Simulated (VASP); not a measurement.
## AlNi: single point with PBEsol

Crystal: AlNi.

```
Al Ni
1.0
     2.88100    0.00000    0.00000
     0.00000    2.88100    0.00000
     0.00000    0.00000    2.88100
Al Ni
1 1
Direct
  0.00000 0.00000 0.00000
  0.50000 0.50000 0.50000
```

| Property | Result |
| --- | --- |
| Program | VASP 6.6.1 |
| Task | single point |
| Functional | PBEsol |
| Potentials or basis | VASP PAW PBE potentials, release 64 (Al, Ni) |
| Cutoff | 520 eV |
| k mesh | 10 × 10 × 10 |
| Occupations | fermi-dirac, width 0.1 eV |
| Spin | collinear spin, ferromagnetic start |
| Starting moments | [0.0, 1.0] μB |
| Dipole correction | no |
| Further INCAR settings | ALGO = Normal; EDIFF = 1e-07; NBANDS = 18 |

| Quantity | Value |
| --- | --- |
| Pressure | -3.1 GPa |
| Net moment | 0.00 μB per cell |
| Valence electrons inside the program's atomic spheres | Al 0.80; Ni 9.48 |

Levels at points of the mesh, in eV from the Fermi level:
Spin up:
| k point | band 2 | band 3 | band 4 | band 5 | band 6 | band 7 | band 8 | band 9 | band 10 | band 11 |
| --- | --- | --- | --- | --- | --- | --- | --- | --- | --- | --- |
| (0.00, 0.00, 0.00) | -3.25 | -3.25 | -1.56 | -1.56 | -1.56 | 5.48 | 5.48 | 5.48 | 8.13 | 8.13 |
| (0.50, 0.00, 0.00) | -6.80 | -2.78 | -2.26 | -2.26 | -1.47 | -0.66 | 8.28 | 9.98 | 9.98 | 10.89 |
| (0.50, 0.50, 0.00) | -3.40 | -2.89 | -2.89 | -2.09 | -2.09 | -1.03 | 1.45 | 2.48 | 12.27 | 15.11 |
| (0.50, 0.50, 0.50) | -4.11 | -4.11 | -1.00 | -1.00 | 1.97 | 1.97 | 1.97 | 3.71 | 4.46 | 4.46 |
Spin down:
```
           k point  band 2  band 3  band 4  band 5  band 6  band 7  band 8  band 9  band 10  band 11
(0.00, 0.00, 0.00)   -3.25   -3.25   -1.56   -1.56   -1.56    5.48    5.48    5.48     8.13     8.13
(0.50, 0.00, 0.00)   -6.80   -2.78   -2.26   -2.26   -1.47   -0.66    8.28    9.98     9.98    10.89
(0.50, 0.50, 0.00)   -3.40   -2.89   -2.89   -2.09   -2.09   -1.03    1.45    2.48    12.27    15.11
(0.50, 0.50, 0.50)   -4.11   -4.11   -1.00   -1.00    1.97    1.97    1.97    3.71     4.46     4.46
```

Run time: 28 s on 1 thread of AMD EPYC 9R45 96-Core Processor (Zen 5), with other jobs on the host, peak memory 0.14 GiB.

Caveat: the PAW data sets were made with another functional, which shifts forces and pressure a little.
